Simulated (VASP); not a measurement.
The system is TaSBr.

```xyz
3
Lattice="3.2181 0.0000 0.0000 0.0000 3.2181 0.0000 0.0000 0.0000 8.4733" Properties=species:S:1:pos:R:3 pbc="T T T"
Ta    0.0000    0.0000    4.2367
S     1.6090    1.6090    4.2367
Br    1.6090    1.6090    0.0000
```

The cell was built from a structure type or drawn by symmetry, and may not be a known phase.

* Program: VASP 6.6.1
* Task: relaxation of cell and atoms
* Functional: PBE
* Potentials or basis: VASP PAW PBE potentials, release 64 (Ta_pv, S, Br)
* Cutoff: 500 eV
* k mesh: 6 × 6 × 2
* Occupations: gaussian, width 0.1 eV
* Spin: collinear spin
* Starting moments: [1.0, 0.0, 0.0] μB

At the start: pressure 10.9 GPa; volume 29.25 Å³/atom.

How do energy, volume and symmetry change on relaxing?

Over 9 steps the energy falls by 201.1 meV/atom and the volume is 26.93 Å³/atom (-7.9 %); space group P4/mmm (No. 123, to 0.1 Å) before and after; moment 1.49 μB per cell.

Step by step:
| step | energy change (eV) | largest force (eV/Å) | pressure (GPa) | volume (Å³) |
| --- | --- | --- | --- | --- |
| 1 | 0.0000 | 0.0000 | 10.92 | 87.75 |
| 2 | 0.2985 | 0.0000 | -7.83 | 114.63 |
| 3 | -0.4875 | 0.0000 | -1.29 | 98.05 |
| 4 | -0.4900 | 0.0000 | -0.78 | 97.43 |
| 5 | -0.4901 | 0.0000 | -0.62 | 97.23 |
| 6 | -0.5058 | 0.0000 | -0.62 | 95.79 |
| 7 | -0.5519 | 0.0000 | -0.60 | 91.45 |
| 8 | -0.6005 | 0.0000 | -0.06 | 82.78 |
| 9 | -0.6032 | 0.0000 | 0.13 | 80.79 |

Final structure:
```cif
data_structure
_symmetry_space_group_name_H-M 'P 1'
_symmetry_Int_Tables_number 1
_cell_length_a 3.3981
_cell_length_b 3.3981
_cell_length_c 6.9970
_cell_angle_alpha 90.000
_cell_angle_beta 90.000
_cell_angle_gamma 90.000
_cell_volume 80.79
loop_
_atom_site_label
_atom_site_type_symbol
_atom_site_fract_x
_atom_site_fract_y
_atom_site_fract_z
_atom_site_occupancy
Ta1 Ta 0.00000 0.00000 0.50000 1
S1 S 0.50000 0.50000 0.50000 1
Br1 Br 0.50000 0.50000 0.00000 1
```

Caveat: the k points lie up to 0.45 Å⁻¹ apart in the final cell; a cell axis changed by over 15 % at a fixed basis, so the end point is rough; this functional lacks dispersion, which binds the layers, so the pressure and a relaxed spacing across them are unreliable.
